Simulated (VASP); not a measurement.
A run of VASP 6.6.1 is set up as follows.

The input INCAR:

```
SYSTEM = Te
ALGO = Normal ; EDIFF = 1E-7
EDIFFG = -0.003 ; ENCUT = 600
GGA = CA ; IBRION = 2
ISIF = 3 ; ISMEAR = -1
LASPH = .True. ; LCHARG = .False.
LREAL = .False. ; LWAVE = .False.
NELM = 80 ; NSW = 100
PREC = Accurate ; SIGMA = 0.05
```

KPOINTS

```
k-points
0
Gamma
  9 9 6
  0 0 0
```

The input POSCAR:

```
Te
1.0
    4.4540000000      0.0000000000      0.0000000000
   -2.2270000000      3.8572771485      0.0000000000
    0.0000000000      0.0000000000      5.9240000000
Te
3
Direct
    0.2690000000      0.0000000000      0.3333333333
    0.0000000000      0.2690000000      0.6666666667
    0.7310000000      0.7310000000      0.0000000000
```

Potentials or basis: VASP PAW LDA potentials, release 64 (Te).

Launch:

```bash
$ cat potpaw_LDA.64/Te/POTCAR > POTCAR
$ mpirun -np 1 vasp_std > vasp.out
```

(1) Estimate the space group after relaxing (to 0.05 Å).

(2) What does it give for the band gap on the k mesh?

(3) Predict the relaxed cell.

(4) What does it give for the relaxed volume?

Answers

(1) P3_121 (No. 152).

(2) zero (filled and empty bands touch).

(3) a = 4.275 Å, b = 4.275 Å, c = 5.936 Å, α = 90.00°, β = 90.00°, γ = 120.00°.

(4) 31.31 Å³/atom.

Caveat: spin-orbit coupling is left out, which moves the levels of the heavy elements.
